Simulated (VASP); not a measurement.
Hf:

```
CELL_PARAMETERS angstrom
-1.80500 1.80500 1.80500
1.80500 -1.80500 1.80500
1.80500 1.80500 -1.80500
ATOMIC_POSITIONS crystal
Hf 0.00000 0.00000 0.00000
```

* Program: VASP 6.6.1
* Task: relaxation of cell and atoms
* Functional: RPBE
* Potentials or basis: VASP PAW PBE potentials, release 64 (Hf_pv)
* Cutoff: 600 eV
* k mesh: 10 × 10 × 10
* Occupations: fermi-dirac, width 0.05 eV
* Spin: no spin polarisation

At the start: pressure -2.6 GPa; volume 23.52 Å³/atom.

Problem. Where does the relaxation end?

Solution. Over 3 steps the energy falls by 5.3 meV/atom and the volume is 22.87 Å³/atom (-2.8 %); space group Im-3m (No. 229, to 0.05 Å).

Step by step:
| step | energy change (eV) | largest force (eV/Å) | pressure (GPa) | volume (Å³) |
| --- | --- | --- | --- | --- |
| 1 | 0.0000 | 0.0000 | -2.58 | 23.52 |
| 2 | 0.0001 | 0.0000 | 2.95 | 22.26 |
| 3 | -0.0053 | 0.0000 | 0.01 | 22.87 |

Final structure:
```yaml
crystal:
  lattice:
    - [-1.78826, 1.78826, 1.78826]
    - [1.78826, -1.78826, 1.78826]
    - [1.78826, 1.78826, -1.78826]
  atoms:
    - { symbol: Hf, position: [0.00000, 0.00000, 0.00000] }
```

Caveat: the PAW data sets were made with another functional, which shifts forces and pressure a little.
